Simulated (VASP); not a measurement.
Be5Pt:

```
Be Pt
1.0
     0.00000    2.98130    2.98130
     2.98130    0.00000    2.98130
     2.98130    2.98130    0.00000
Be Pt
5 1
Direct
  0.25000 0.25000 0.25000
  0.62426 0.62426 0.12721
  0.62426 0.12721 0.62426
  0.12721 0.62426 0.62426
  0.62426 0.62426 0.62426
  0.00000 0.00000 0.00000
```

Base run:

| Quantity | Value |
| --- | --- |
| Program | VASP 6.6.1 |
| Functional | PBEsol |
| Potentials or basis | VASP PAW PBE potentials, release 64 (Be, Pt) |
| Cutoff | 600 eV |
| k mesh | 7 × 7 × 7 |
| Occupations | fermi-dirac, width 0.15 eV |
| Spin | no spin polarisation |

Its results: pressure -1.6 GPa; largest force 0.110 eV/Å.

Problem. The run is repeated on the same cell with these changes: functional from PBEsol to BLYP. What comes out?

Solution. Pressure 5.0 GPa; largest force 0.016 eV/Å.

BLYP binds less tightly than PBEsol, so the same cell stands under more pressure.

Caveats: the PAW data sets were made with another functional, which shifts forces and pressure a little; the cell stands under pressure (at least some runs).
